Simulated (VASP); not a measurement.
A run of VASP 6.6.1 is set up as follows.

Contents of INCAR:

```
SYSTEM = H6CSO
ALGO = Normal
EDIFF = 1E-6
ENCUT = 520
GGA = PE
ISIF = 2
ISMEAR = -1
LASPH = .True.
LCHARG = .True.
LELF = .True.
LREAL = Auto
LVHAR = .True.
LWAVE = .False.
NBANDS = 68
NELM = 60
PREC = Accurate
SIGMA = 0.05
```

Contents of KPOINTS:

```
k-points
0
Gamma
  1 1 1
  0 0 0
```

The input POSCAR:

```
H6CSO
1.0
    7.9791120000      0.0000000000      0.0000000000
    0.0000000000      7.9791120000      0.0000000000
    0.0000000000      0.0000000000      7.9791120000
S H C O
4 24 4 4
Direct
    0.6627554545      0.2904333214      0.7083369678
   -0.0721634187      0.4529827379      0.2450648644
    0.6357474366      1.0851082176      0.2242730770
    0.0846710762      0.7616511712      0.9602196335
    0.5671433112      0.2519202638      0.5750013285
    0.5680080691      0.1641912032      0.7811395554
   -0.1042722549      0.6221619649      0.2278825012
   -0.0177714011      0.4075641500      0.0864131247
    0.7889474418      1.0114158067      0.2030927752
    0.6880715548      1.2272292957      0.1538015759
    0.2200996803      0.6483929540      0.9601695026
    0.1689411052      0.8460715929      1.0729640090
    0.5513144821      0.7672282329      1.0271067758
    0.4952430797      0.4649890865      0.8659359588
    0.7076476681      0.6466258401      0.9028322951
    0.5594983502      0.7583425324      0.7992994709
    0.2428465724      0.1710340700      0.1891689201
    0.4600637264      0.0631273254      0.0392524882
    0.2615704605      0.2929398660      0.0035091624
    0.1036832169      0.1197501677      0.0212554981
    0.9825780112      0.5396339843      0.5279033557
    1.0214419850      0.8842462670      0.4794769142
    0.9861373045      0.6604118353      0.7130492716
    0.8238510752      0.6820433151      0.5617291749
    0.2781011220      0.1299267387      0.7045019546
    0.0005639725      0.2171294249      0.4711802516
    0.3127791664      0.1801704250      0.4722455331
    0.2195106423      0.3311270728      0.6100929527
    0.5774452094      0.6868558807      0.9168438794
    0.2355149295      0.1680387492      0.0491157412
    0.9555574605      0.6571658601      0.5747381413
    0.2210396345      0.1923772971      0.5872833969
    0.4645880394      0.5528058761      0.9433380557
    0.3580473617      0.0590040596     -0.0196763750
    1.0620730728      0.7641577158      0.4854299576
    0.0505194062      0.1400155807      0.5569792729
```

Potentials or basis: VASP PAW PBE potentials, release 64 (S, H, C, O).

Run with:

```console
$ cat potpaw_PBE.64/S/POTCAR potpaw_PBE.64/H/POTCAR potpaw_PBE.64/C/POTCAR potpaw_PBE.64/O/POTCAR > POTCAR
$ mpirun -np 1 vasp_gam > vasp.out
```

Q: What does it give for the pressure?

A: 0.4 GPa.

Q: Predict the band gap on the k mesh.

A: 3.65 eV.

Q: Estimate the largest force.

A: 3.022 eV/Å.

Stress tensor (GPa, compression positive):
```
-0.28  0.81  1.03
 0.81  1.10  0.83
 1.03  0.83  0.48
```

Caveat: the k points lie up to 0.79 Å⁻¹ apart; the atoms stand as in a frame of molecular dynamics.
